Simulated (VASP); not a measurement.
Wanted: the native input for a VASP 6.6.1 run.

```
Task                   : single point
Functional             : LDA
Potentials or basis    : VASP PAW LDA potentials, release 64 (Mg_sv, O)
Cutoff                 : 750 eV
k mesh                 : 9 × 9 × 8
Occupations            : gaussian, width 0.05 eV
Spin                   : no spin polarisation
Dipole correction      : no
Mended                 : yes
Further INCAR settings : ALGO = Normal; EDIFF = 1e-06; NBANDS = 15
```

The structure of MgO lies in POSCAR:

```
MgO
1.0
    2.9380209034      0.0000000000      0.0000000000
   -1.4690104517      2.5444007392      0.0000000000
    0.0000000000      0.0000000000      2.7198752000
Mg O
1 1
Direct
    0.0000000000      0.0000000000      0.0000000000
    0.3333333333      0.6666666667      0.5000000000
```

This cell differs from its parent crystal: strain +0.000 along x and y, +0.015 along z.

These files were run (other wordings do the same):

INCAR

```
PREC = Accurate ; ENCUT = 750
EDIFF = 1E-6 ; ISMEAR = 0
SIGMA = 0.05 ; LREAL = F
LASPH = T ; NELM = 120
ALGO = Normal ; ISIF = 2
LWAVE = F ; LCHARG = F
GGA = CA ; NBANDS = 15
GGA_COMPAT = F
```

KPOINTS

```
regular mesh
0
Gamma
  9 9 8
```

Potentials or basis: VASP PAW LDA potentials, release 64 (Mg_sv, O).

Run with:

```sh
$ cat potpaw_LDA.64/Mg_sv/POTCAR potpaw_LDA.64/O/POTCAR > POTCAR
$ mpirun -np 1 vasp_std > vasp.out
```

It gave:

* Pressure: -11.6 GPa
* Band gap on the k mesh: 2.86 eV (least direct gap 3.34 eV)

Caveat: the cell differs from its parent crystal (strain +0.000 along x and y, +0.015 along z); the cell stands under tension; an odd mesh through Γ misses points on the zone boundary, where band edges can lie.

It took 20 s on 1 thread of AMD EPYC 7R13 Processor (Zen 3) (shared host), peak memory 0.12 GiB.
